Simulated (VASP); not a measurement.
Here is a VASP 6.6.1 calculation.

The input INCAR:

```
PREC = Accurate ; ENCUT = 520
EDIFF = 1E-6 ; ISMEAR = 0
SIGMA = 0.1 ; LREAL = False
LASPH = True ; NELM = 60
ALGO = Normal ; ISIF = 2
LWAVE = False ; LCHARG = True
GGA = PS ; LELF = True
LVHAR = True ; NBANDS = 11
```

File KPOINTS:

```
Automatic mesh
0
Gamma
  16 16 16
```

POSCAR

```
Pd
1.0
   -1.5928778811      1.5928778811      1.5692936661
    1.5928778811     -1.5928778811      1.5692936661
    1.5928778811      1.5928778811     -1.5692936661
Pd
1
Direct
    0.0000000000      0.0000000000      0.0000000000
```

Potentials or basis: VASP PAW PBE potentials, release 64 (Pd).

Run with:

```sh
$ cat potpaw_PBE.64/Pd/POTCAR > POTCAR
$ mpirun -np 1 vasp_std > vasp.out
```

Predict the band gap on the k mesh.

zero (band 5 reaches 8.92 eV, above the bottom of band 6 at 7.50 eV).

Estimate the pressure.

-13.2 GPa.

Stress tensor (GPa, compression positive):
```
-13.16   0.00   0.00
  0.00 -13.16   0.00
  0.00   0.00 -13.42
```

Caveat: the cell differs from its parent crystal (strained); the PAW data sets were made with another functional, which shifts forces and pressure a little.
